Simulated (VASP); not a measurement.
# NaCl (Fm-3m) in VASP: a series of runs, part 2 of 2

VASP 6.6.1. Earlier steps stand in the parts before.

### 3 Elastic constants, PBEsol

This run uses another cell than the first one, of 21.97 Å³/atom, 1.037 times its volume.

Contents of INCAR:

```
SYSTEM = NaCl
ALGO = Normal
EDIFF = 1E-8
ENCUT = 600
GGA = PS
IBRION = 6
ISIF = 3
ISMEAR = 0
LASPH = .TRUE.
LCHARG = .FALSE.
LREAL = .FALSE.
LWAVE = .FALSE.
NBANDS = 14
NELM = 80
NFREE = 2
NSW = 1
POTIM = 0.015
PREC = Accurate
SIGMA = 0.01
```

Contents of KPOINTS:

```
k-points
0
G
  8 8 8
  0 0 0
```

Contents of POSCAR:

```
NaCl
1.0
    0.0000000000      2.8009539472      2.8009539472
    2.8009539472      0.0000000000      2.8009539472
    2.8009539472      2.8009539472      0.0000000000
Na Cl
1 1
Direct
    0.0000000000      0.0000000000      0.0000000000
    0.5000000000      0.5000000000      0.5000000000
```

Potentials or basis: VASP PAW PBE potentials, release 64 (Na_pv, Cl).

Launch:

```console
$ cat potpaw_PBE.64/Na_pv/POTCAR potpaw_PBE.64/Cl/POTCAR > POTCAR
$ mpirun -np 1 vasp_std > vasp.out
```

OUTCAR:

```text
SYSTEM = NaCl
   EDIFF = 1E-8
   ENCUT = 600
   GGA = PS
   IBRION = 6
   ISIF = 3
   ISMEAR = 0
   LASPH = .TRUE.
   LREAL = .FALSE.
   NELM = 80
   NFREE = 2
   NSW = 1
   POTIM = 0.015
   PREC = Accurate

 ion  position               nearest neighbor table
   1  0.000  0.000  0.000-
   2  0.500  0.500  0.500-

  LATTYP: Found a face centered cubic cell.
 ALAT       =     5.6019078944

  Lattice vectors:

 A1 = (   0.0000000000,   2.8009539472,   2.8009539472)
 A2 = (   2.8009539472,   0.0000000000,   2.8009539472)
 A3 = (   2.8009539472,   2.8009539472,   0.0000000000)

Analysis of symmetry for initial positions (statically):
=====================================================================
 Subroutine PRICEL returns:
 Original cell was already a primitive cell.

 Routine SETGRP: Setting up the symmetry group for a
 face centered cubic supercell.

 Subroutine GETGRP returns: Found 48 space group operations
 (whereof 48 operations were pure point group operations)
 out of a pool of 48 trial point group operations.

The static configuration has the point symmetry O_h .

Analysis of symmetry for dynamics (positions and initial velocities):
=====================================================================
[... 774 lines left out ...]
  Total        0.0149600      0.0122704      0.0122704      0.0000000      0.0000000      0.0000000
  in kB        0.5453755      0.4473220      0.4473220      0.0000000      0.0000000      0.0000000
  external PRESSURE =       0.4800065 kB  Pullay stress =       0.0000000 kB
[... 17 lines left out ...]
  FREE ENERGIE OF THE ION-ELECTRON SYSTEM (eV)
  ---------------------------------------------------
  free  energy   TOTEN  =        -6.9984709180 eV

  energy  without entropy=       -6.9984709180  energy(sigma->0) =       -6.99847092

 INTERNAL STRAIN TENSORS FROM STRAINED CELLS
 ============================================

 INTERNAL STRAIN TENSOR FOR ION    1 for displacements in x,y,z  (eV/Angst):
          X           Y           Z          XY          YZ          ZX
  --------------------------------------------------------------------------------
  x     0.00000     0.00000    -0.00000     0.00000     0.00000    -0.00000
  y     0.00000    -0.00000    -0.00000     0.00000     0.00000    -0.00000
  z     0.00000     0.00000     0.00000    -0.00000     0.00000     0.00000

 INTERNAL STRAIN TENSORS FROM DISPLACED ATOMS
 ============================================

 INTERNAL STRAIN TENSOR FOR ION    1 for displacements in x,y,z  (eV/Angst):
          X           Y           Z          XY          YZ          ZX
  --------------------------------------------------------------------------------
  x     0.00000     0.00000     0.00000     0.00000     0.00000     0.00000
  y     0.00000     0.00000     0.00000     0.00000     0.00000     0.00000
  z     0.00000     0.00000     0.00000     0.00000     0.00000     0.00000

 INTERNAL STRAIN TENSOR FOR ION    2 for displacements in x,y,z  (eV/Angst):
          X           Y           Z          XY          YZ          ZX
  --------------------------------------------------------------------------------
  x     0.00000     0.00000     0.00000     0.00000     0.00000     0.00000
  y     0.00000     0.00000     0.00000     0.00000     0.00000     0.00000
  z     0.00000     0.00000     0.00000     0.00000     0.00000     0.00000

 Eigenvectors and eigenvalues of the dynamical matrix
 ----------------------------------------------------

   1 f  =    5.056457 THz    31.770656 2PiTHz  168.665247 cm-1    20.911816 meV
             X         Y         Z           dx          dy          dz
      0.000000  0.000000  0.000000     0.000000    0.780331    0.000000
      2.800954  2.800954  2.800954     0.000000   -0.625366    0.000000
[... 21 lines left out ...]
   6 f/i=    0.011868 THz     0.074569 2PiTHz    0.395874 cm-1     0.049082 meV
             X         Y         Z           dx          dy          dz
      0.000000  0.000000  0.000000     0.000000    0.000000   -0.625366
      2.800954  2.800954  2.800954     0.000000    0.000000   -0.780331

--------------------------------------------------------------------------------------------------------

 ELASTIC MODULI CONTR FROM IONIC RELAXATION (kBar)
 Direction    XX          YY          ZZ          XY          YZ          ZX
 --------------------------------------------------------------------------------
 XX           0.0000      0.0000      0.0000      0.0000      0.0000      0.0000
 YY           0.0000      0.0000      0.0000      0.0000      0.0000      0.0000
 ZZ           0.0000      0.0000      0.0000      0.0000      0.0000      0.0000
 XY           0.0000      0.0000      0.0000      0.0000      0.0000      0.0000
 YZ           0.0000      0.0000      0.0000      0.0000      0.0000      0.0000
 ZX           0.0000      0.0000      0.0000      0.0000      0.0000      0.0000
 --------------------------------------------------------------------------------

 TOTAL ELASTIC MODULI (kBar)
 Direction    XX          YY          ZZ          XY          YZ          ZX
 --------------------------------------------------------------------------------
 XX         557.3354    114.1871    114.1871     -0.0000     -0.0000     -0.0000
 YY         114.1871    557.3354    114.1871      0.0000     -0.0000      0.0000
 ZZ         114.1871    114.1871    557.3354     -0.0000      0.0000      0.0000
 XY          -0.0000      0.0000     -0.0000    120.9320     -0.0000      0.0000
 YZ          -0.0000     -0.0000      0.0000     -0.0000    120.9320      0.0000
 ZX          -0.0000      0.0000      0.0000      0.0000      0.0000    120.9320
 --------------------------------------------------------------------------------
```

OSZICAR:

```text
N       E                     dE             d eps       ncg     rms          rms(c)
DAV:   1     0.109568632249E+03    0.10957E+03   -0.74857E+03   812   0.111E+03
DAV:   2     0.187953313841E+01   -0.10769E+03   -0.98952E+02   886   0.294E+02
DAV:   3    -0.700304186713E+01   -0.88826E+01   -0.88163E+01  1070   0.762E+01
DAV:   4    -0.715697812424E+01   -0.15394E+00   -0.15387E+00   926   0.107E+01
[... 202 lines left out ...]
DAV:  10    -0.699847101446E+01    0.13443E-06   -0.10170E-07  2042   0.169E-03    0.127E-02
DAV:  11    -0.699847096256E+01    0.51897E-07   -0.31272E-08  1868   0.944E-04    0.930E-03
DAV:  12    -0.699847094732E+01    0.15240E-07   -0.46400E-09  1096   0.409E-04    0.769E-03
DAV:  13    -0.699847092547E+01    0.21855E-07   -0.13928E-08  1536   0.658E-04    0.472E-03
DAV:  14    -0.699847091801E+01    0.74563E-08   -0.82230E-09  1066   0.510E-04
  17 F= -.69984709E+01 E0= -.69984709E+01  d E =-.369050E-54
```

stdout:

```text
POSCAR found type information on POSCAR NaCl
 POSCAR found :  2 types and       2 ions
 scaLAPACK will be used
 -----------------------------------------------------------------------------
|                                                                             |
|                                                                             |
|     You enforced a specific xc type in the INCAR file but a different       |
|     I HOPE YOU KNOW WHAT YOU ARE DOING!                                     |
|                                                                             |
[... 33 lines left out ...]
 Finite differences progress:
 bond charge predicted
 Finite differences progress:
 bond charge predicted
 Finite differences progress:
 bond charge predicted
 Finite differences progress:
 bond charge predicted
 Finite differences progress:
 bond charge predicted
 Finite differences progress:
```

Wall time 4.5 min (1 thread of Intel Xeon 6975P-C (Granite Rapids), shared host); peak memory 0.29 GiB.

Results:

| Quantity | Value |
| --- | --- |
| Elastic constants C11, C12, C44 | 56, 11, 12 GPa |
| Voigt bulk modulus | 26 GPa |
| Highest phonon frequency at Γ, LO-TO splitting left out | 169 cm⁻¹ |

Phonon frequencies in cm⁻¹ (negative: imaginary):
```tsv
q point	frequencies
(0.000, 0.000, 0.000)	0 0 0 169 169 169
```

Elastic tensor in Voigt notation (GPa, in the Cartesian axes of the cell as first typed):
```
56 11 11  0  0  0
11 56 11  0  0  0
11 11 56  0  0  0
 0  0  0 12  0  0
 0  0  0  0 12  0
 0  0  0  0  0 12
```

Clamped-ion elastic tensor (GPa):
```
56 11 11  0  0  0
11 56 11  0  0  0
11 11 56  0  0  0
 0  0  0 12  0  0
 0  0  0  0 12  0
 0  0  0  0  0 12
```

Caveat: the PAW data sets were made with another functional, which shifts forces and pressure a little.
